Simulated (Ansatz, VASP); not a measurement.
MoW3 in VASP and in Ansatz

INCAR

```
SYSTEM = MoW3
ALGO     = Normal         ! electronic algorithm
EDIFF    = 1E-6           ! SCF threshold, eV
EDIFFG   = -0.04          ! ionic threshold
ENCUT    = 600            ! plane-wave cutoff, eV
GGA      = PE             ! functional
IBRION   = 2              ! ionic algorithm
ISIF     = 3              ! what is computed and relaxed
ISMEAR   = 0              ! smearing method
LASPH    = .TRUE.         ! aspherical terms in the spheres
LCHARG   = .FALSE.        ! write CHGCAR
LREAL    = .FALSE.        ! projectors in reciprocal space
LWAVE    = .FALSE.        ! write WAVECAR
NELM     = 60             ! most SCF steps
NSW      = 90             ! ionic steps
PREC     = Accurate       ! precision mode
SIGMA    = 0.1            ! smearing width, eV
```

File KPOINTS:

```
k-points
0
G
  4 4 4
  0 0 0
```

The input POSCAR:

```
MoW3
1.0
    0.0000000000      3.4267157100      3.4267157100
    3.4267157100      0.0000000000      3.4267157100
    3.4267157100      3.4267157100      0.0000000000
Mo W
1 3
Direct
    0.0000000000      0.0000000000      0.0000000000
    0.7500000000      0.7500000000      0.7500000000
    0.5000000000      0.5000000000      0.5000000000
    0.2500000000      0.2500000000      0.2500000000
```

Input for Ansatz:

```yaml
crystal:
  lattice:
    - [0.0, 3.42671571, 3.42671571]
    - [3.42671571, 0.0, 3.42671571]
    - [3.42671571, 3.42671571, 0.0]
  atoms:
    - { symbol: Mo, position: [0.0, 0.0, 0.0] }
    - { symbol: W, position: [0.75, 0.75, 0.75] }
    - { symbol: W, position: [0.5, 0.5, 0.5] }
    - { symbol: W, position: [0.25, 0.25, 0.25] }
basis:
  ecutwfc: 420
kpoints:
  mp_grid: { grid: [4, 4, 4] }
hamiltonian:
  xc: pbe
scf:
  occupations: { method: gaussian, width: 0.1 }
  lower_state_search: "off"
output:
  forces: true
  stress: true
  eigenvalues: true
relax:
  adjacent_minimum: "off"
  f_tol: 0.04
  max_steps: 70
  cell: { stress_tol: 0.4 }
```

Change from the starting cell: species swapped into the Rb3Bi type (Fm-3m, No. 225).

Alike in both runs: task relaxation of cell and atoms; functional PBE; k mesh 4 × 4 × 4; occupations gaussian, width 0.1 eV; no spin polarisation.

|  | VASP | Ansatz |
| --- | --- | --- |
| version | VASP 6.6.1 | Ansatz 0.2.0 |
| potentials or method | VASP PAW PBE potentials, release 64 (Mo_sv, W_sv), cutoff 600 eV | scalar-relativistic, plane waves, PAW |
| valence electrons in the cell | 56 | 56 |

|  | VASP | Ansatz | Ansatz less VASP |
| --- | --- | --- | --- |
| gap on the k mesh at the Fermi level, each at its own relaxed structure (eV) | 0.20 | 0.21 | +0.008 |
| relaxed volume (Å³/atom) | 16.08 | 16.04 | -0.047 |
| relaxed length of the cell vector where the two differ most in proportion (Å) | 4.498 | 4.493 | -0.0043 |

Neither program's run includes spin-orbit coupling. Noted on VASP's run: the volume moved by over 15 % at a fixed basis, so the end points are rough.
